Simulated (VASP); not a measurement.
# Sc4Al (I4/m) in VASP: a series of runs, part 2 of 2

VASP 6.6.1.

## 3. Single point, PBE (23.69 Å³/atom)

This run uses another cell than the first one, of 23.69 Å³/atom.

File INCAR:

```
PREC = Accurate ; ENCUT = 520
EDIFF = 1E-6 ; ISMEAR = 0
SIGMA = 0.1 ; LREAL = F
LASPH = T ; NELM = 80
ALGO = Fast ; ISIF = 2
LWAVE = F ; LCHARG = F
GGA = PE ; NBANDS = 32
```

File KPOINTS:

```
regular mesh
0
Gamma
  10 10 10
```

File POSCAR:

```
Sc4Al
1.0
   -3.5989820942      3.5989820942      2.2865688121
    3.5989820942     -3.5989820942      2.2865688121
    3.5989820942      3.5989820942     -2.2865688121
Sc Al
4 1
Direct
    0.1979093982      0.3916984935      0.5896078916
    0.6083015065      0.1979093982      0.8062109047
    0.3916984935      0.8020906018      0.1937890953
    0.8020906018      0.6083015065      0.4103921084
    0.0000000000      0.0000000000      0.0000000000
```

Potentials or basis: VASP PAW PBE potentials, release 64 (Sc_sv, Al).

Started as:

```console
$ cat potpaw_PBE.64/Sc_sv/POTCAR potpaw_PBE.64/Al/POTCAR > POTCAR
$ mpirun -np 1 vasp_std > vasp.out
```

OUTCAR:

```text
PREC = Accurate
   ENCUT = 520
   EDIFF = 1E-6
   ISMEAR = 0
   LREAL = F
   LASPH = T
   NELM = 80
   ISIF = 2
   GGA = PE

 ion  position               nearest neighbor table
   1  0.198  0.392  0.590-   4 3.15   4 3.15   5 3.16   3 3.24   3 3.24   2 3.24   2 3.24   4 3.25
                             5 3.25   5 3.25   2 3.27   3 3.27
   2  0.608  0.198  0.806-   3 3.15   3 3.15   5 3.16   4 3.24   4 3.24   1 3.24   1 3.24   3 3.25
                             5 3.25   5 3.25   1 3.27   4 3.27
   3  0.392  0.802  0.194-   2 3.15   2 3.15   5 3.16   1 3.24   1 3.24   4 3.24   4 3.24   2 3.25
                             5 3.25   5 3.25   4 3.27   1 3.27
   4  0.802  0.608  0.410-   1 3.15   1 3.15   5 3.16   2 3.24   2 3.24   3 3.24   3 3.24   1 3.25
                             5 3.25   5 3.25   3 3.27   2 3.27
   5  0.000  0.000  0.000-   1 3.16   4 3.16   3 3.16   2 3.16   2 3.25   3 3.25   2 3.25   3 3.25
                             4 3.25   1 3.25   1 3.25   4 3.25

  LATTYP: Found a body centered tetragonal cell.
 ALAT       =     7.1979641884
 C/A-ratio  =     0.6353376461

  Lattice vectors:

 A1 = (  -3.5989820942,   3.5989820942,   2.2865688121)
 A2 = (   3.5989820942,  -3.5989820942,   2.2865688121)
 A3 = (   3.5989820942,   3.5989820942,  -2.2865688121)

Analysis of symmetry for initial positions (statically):
=====================================================================
 Subroutine PRICEL returns:
 Original cell was already a primitive cell.

 Routine SETGRP: Setting up the symmetry group for a
 body centered tetragonal supercell.

 Subroutine GETGRP returns: Found  8 space group operations
 (whereof  8 operations were pure point group operations)
 out of a pool of 16 trial point group operations.

The static configuration has the point symmetry C_4h.

Analysis of symmetry for dynamics (positions and initial velocities):
=====================================================================
 Subroutine PRICEL returns:
 Original cell was already a primitive cell.

 Routine SETGRP: Setting up the symmetry group for a
 body centered tetragonal supercell.

 Subroutine GETGRP returns: Found  8 space group operations
 (whereof  8 operations were pure point group operations)
 out of a pool of 16 trial point group operations.

The dynamic configuration has the point symmetry C_4h.

 Subroutine INISYM returns: Found  8 space group operations
 (whereof  8 operations are pure point group operations),
 and found     1 'primitive' translations

----------------------------------------------------------------------------------------

                                     Primitive cell

  volume of cell :     118.4687

  direct lattice vectors                    reciprocal lattice vectors
    -3.598982094  3.598982094  2.286568812     0.000000000  0.138928171  0.218668250
     3.598982094 -3.598982094  2.286568812     0.138928171  0.000000000  0.218668250
     3.598982094  3.598982094 -2.286568812     0.138928171  0.138928171  0.000000000

  length of vectors
     5.579761748  5.579761748  5.579761748     0.259069180  0.259069180  0.196474104

  position of ions in fractional coordinates (direct lattice)
     0.197909398  0.391698494  0.589607892
     0.608301506  0.197909398  0.806210905
[... 41 lines left out ...]
  0.100000  0.000000  0.000000      8.000000
  0.200000  0.000000  0.000000      8.000000
  0.300000  0.000000  0.000000      8.000000
  0.400000  0.000000  0.000000      8.000000
  0.500000  0.000000 -0.000000      4.000000
[... 16 lines left out ...]
  0.200000  0.200000  0.000000      8.000000
  0.300000  0.200000 -0.000000      8.000000
 [... further k-points ...]
   k-points           NKPTS =    144   k-points in BZ     NKDIM =    144   number of bands    NBANDS=     32
   number of dos      NEDOS =    301   number of ions     NIONS =      5
   total plane-waves  NPLWV =  74088
   dimension x,y,z NGX =    42 NGY =   42 NGZ =   42
   dimension x,y,z NGXF=    84 NGYF=   84 NGZF=   84
   ions per type =               4   1
   NGX,Y,Z   is equivalent  to a cutoff of  12.51, 12.51, 12.51 a.u.
   NGXF,Y,Z  is equivalent  to a cutoff of  25.03, 25.03, 25.03 a.u.
 SYSTEM =  unknown system
   PREC   = accura    normal or accurate (medium, high low for compatibility)
   ISTART =      0    job   : 0-new  1-cont  2-samecut
   ICHARG =      2    charge: 1-file 2-atom 10-const
   ISPIN  =      1    spin polarized calculation?
   LNONCOLLINEAR =      F non collinear calculations
   LSORBIT =      F    spin-orbit coupling
   LASPH  =      T    aspherical Exc in radial PAW
   ENCUT  =  520.0 eV  38.22 Ry    6.18 a.u.  10.37 10.37 10.37*2*pi/ulx,y,z
   NELM   =     80;   NELMIN=  2; NELMDL= -5     # of ELM steps
   EDIFF  = 0.1E-05   stopping-criterion for ELM
   LREAL  =      F    real-space projection
   EDIFFG = 0.1E-04   stopping-criterion for IOM
   NSW    =      0    number of steps for IOM
   IBRION =     -1    ionic relax: 0-MD 1-quasi-New 2-CG
   NFREE  =      0    steps in history (QN), initial steepest desc. (CG)
   ISIF   =      2    stress and relaxation
   ISYM   =      2    0-nonsym 1-usesym 2-fastsym
   POTIM  = 0.5000    time-step for ionic-motion
   TEBEG  =    0.0;   TEEND  =   0.0 temperature during run
   PSTRESS=    0.0 pullay stress
   NELECT =      47.0000    total number of electrons
   NUPDOWN=      -1.0000    fix difference up-down
   EMIN   =  10.00;   EMAX   =-10.00  energy-range for DOS
   EFERMI =   0.00;   METHOD = LEGACY
   ISMEAR =     0;   SIGMA  =   0.10  broadening in eV -4-tet -1-fermi 0-gaus
   EFERMI_NEDOS =   21; number of points for ismear=-14 and -15
   IALGO  =     68    algorithm
   IMIX   =      4    mixing-type and parameters
     AMIX     =   0.40;   BMIX     =  1.00
     AMIX_MAG =   1.60;   BMIX_MAG =  1.00
  volume/ion in A,a.u.               =      23.69       159.89
  Fermi-wavevector in a.u.,A,eV,Ry     =   1.202928  2.273204 19.688111  1.447035
  Thomas-Fermi vector in A             =   2.338696
   LORBIT       =      0    0 simple, 1 ext, 2 COOP (PROOUT), +10 PAW based schemes
   GGA     = PE    functional components
   LHFCALC =     F    Hartree Fock is set to
   AEXX    =    0.0000 exact exchange contribution
   IVDW    =     0    specifies the selected vdW correction
   LEPSILON=     F    determine dielectric tensor
   LRPA    =     F    only Hartree local field effects (RPA)
 non-spin polarized calculation
 RMM-DIIS sequential band-by-band and
 Gauss-broadening in eV      SIGMA  =   0.10
  energy-cutoff  :      520.00
  volume of cell :      118.47
 maximum number of plane-waves:      3221
 NGX is ok and might be reduce to    42
   NGX = 21   NGY = 21   NGZ = 21

 number of electron      47.0000004 magnetization

 Free energy of the ion-electron system (eV)
  ---------------------------------------------------
  ext. energy  EPLUGINS =         0.00000000
  ---------------------------------------------------
  free energy    TOTEN  =       -29.36925290 eV

  energy without entropy =      -29.32579640  energy(sigma->0) =      -29.34752465

 E-fermi :   4.0199     XC(G=0):  -9.8131

 val. band max:        4.0193079645   @ k =  -0.3000  -0.4000  -0.1000
 cond. band min:       4.0239435955   @ k =  -0.3000  -0.3000   0.2000
 fundamental gap:      0.0046356310
 Fermi energy:         4.0199438030

 k-point     1 :       0.0000    0.0000    0.0000
  band No.  band energies     occupation
      1     -45.4534      2.00000
      2     -45.3908      2.00000
      3     -45.3817      2.00000
      4     -45.3817      2.00000
      5     -24.1997      2.00000
      6     -24.1352      2.00000
[... 829 lines left out ...]
     31       5.9747      0.00000
     32       6.3080      0.00000

 [... further k-points ...]

------------------------ aborting loop because EDIFF is reached ----------------------------------------

  FORCE on cell =-STRESS in cart. coord.  units (eV):
  Direction    XX          YY          ZZ          XY          YZ          ZX
  --------------------------------------------------------------------------------------
  -------------------------------------------------------------------------------------
  Total       -2.2845272     -2.2845272     -2.2200996     -0.0000004      0.0000000      0.0000000
  in kB      -30.8960720    -30.8960720    -30.0247500     -0.0000053      0.0000000      0.0000000
  external PRESSURE =     -30.6056313 kB  Pullay stress =       0.0000000 kB

 VOLUME and BASIS-vectors are now :
 -----------------------------------------------------------------------------
  energy-cutoff  :      520.00
  volume of cell :      118.47
      direct lattice vectors                 reciprocal lattice vectors
    -3.598982094  3.598982094  2.286568812     0.000000000  0.138928171  0.218668250
     3.598982094 -3.598982094  2.286568812     0.138928171  0.000000000  0.218668250
     3.598982094  3.598982094 -2.286568812     0.138928171  0.138928171  0.000000000

 POSITION                                       TOTAL-FORCE (eV/Angst)
 -----------------------------------------------------------------------------------
      2.81943      1.42454      0.00000        -0.008361      0.002538     -0.000000
      1.42454      4.37853     -0.00000         0.002538      0.008361     -0.000000
      2.17444     -0.77955      2.28657        -0.002538     -0.008361     -0.000000
      0.77955      2.17444      2.28657         0.008361     -0.002538      0.000000
      0.00000      0.00000      0.00000         0.000000     -0.000000     -0.000000
 -----------------------------------------------------------------------------------
    total drift:                                0.000000      0.000000     -0.000000

  FREE ENERGIE OF THE ION-ELECTRON SYSTEM (eV)
  ---------------------------------------------------
  free  energy   TOTEN  =       -29.3692528972 eV

  energy  without entropy=      -29.3257964048  energy(sigma->0) =      -29.34752465
```

stdout:

```text
POSCAR found type information on POSCAR ScAl
 POSCAR found :  2 types and       5 ions
 scaLAPACK will be used
 LDA part: xc-table for (Slater+PW92), standard interpolation
 POSCAR, INCAR and KPOINTS ok, starting setup
 FFT: planning ... GRIDC
 FFT: planning ... GRID_SOFT
 FFT: planning ... GRID
 WAVECAR not read
 entering main loop
```

Run time: 20 min. Hardware: 1 thread of Oxide Virtual Turin-like, shared host; peak memory 0.52 GiB.

Results:

| Item | Value |
| --- | --- |
| Free energy | -29.3693 eV |
| Pressure | -3.1 GPa |
| Largest force | 0.009 eV/Å |
| Band gap on the k mesh | zero (an odd number of electrons rules out a gap without spin polarisation) |

Forces on the atoms (eV/Å):
```
Sc  -0.008  0.003  0.000
Sc   0.003  0.008  0.000
Sc  -0.003 -0.008  0.000
Sc   0.008 -0.003  0.000
Al   0.000  0.000  0.000
```

Caveat: the cell stands under tension.
